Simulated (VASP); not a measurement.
ScAsSe4: single point with PBE

Crystal: ScAsSe4.

```xyz
6
Lattice="-3.1083 3.1083 3.2895 3.1083 -3.1083 3.2895 3.1083 3.1083 -3.2895" Properties=species:S:1:pos:R:3 pbc="T T T"
Sc    0.0000    0.0000    0.0000
As    0.0000    0.0000    3.2895
Se    4.0321    0.9238    1.6447
Se    2.1844   -0.9238    1.6447
Se    0.9238    2.1844    1.6447
Se   -0.9238    4.0321    1.6447
```

The cell was generated, and may not be a known phase.

```json
{
 "Program": "VASP 6.6.1",
 "Task": "single point",
 "Functional": "PBE",
 "Potentials or basis": "VASP PAW PBE potentials, release 64 (Sc_sv, As, Se)",
 "Cutoff": "500 eV",
 "k mesh": "3 × 3 × 3",
 "Occupations": "gaussian, width 0.15 eV",
 "Spin": "no spin polarisation",
 "Dipole correction": "no",
 "Further INCAR settings": "ALGO = Normal; EDIFF = 1e-06; NBANDS = 29"
}
```

The pressure is 0.3 GPa. The largest force is 0.039 eV/Å. The band gap on the k mesh is zero (bands 20 and 21 overlap by 0.66 eV).

Forces in eV/Å, atoms in the order of the input:
```
Sc   0.000  0.000  0.000
As   0.000  0.000  0.000
Se   0.027  0.027  0.000
Se  -0.027 -0.027  0.000
Se   0.027 -0.027  0.000
Se  -0.027  0.027  0.000
```

Stress tensor (GPa, compression positive):
```
 0.54  0.00  0.00
 0.00  0.54  0.00
 0.00  0.00 -0.22
```

Levels at points of the mesh, in eV from the Fermi level:
| k point | band 17 | band 18 | band 19 | band 20 | band 21 | band 22 | band 23 | band 24 |
| --- | --- | --- | --- | --- | --- | --- | --- | --- |
| (0.00, 0.00, 0.00) | -3.48 | -1.69 | -1.15 | 0.65 | 0.92 | 0.92 | 1.92 | 2.05 |

Run time: 28 s on 1 thread of Intel Xeon 8259CL (shared host), peak memory 0.24 GiB.

Caveat: the k points lie up to 0.46 Å⁻¹ apart, too coarse for converged energies and pressures of a metal.
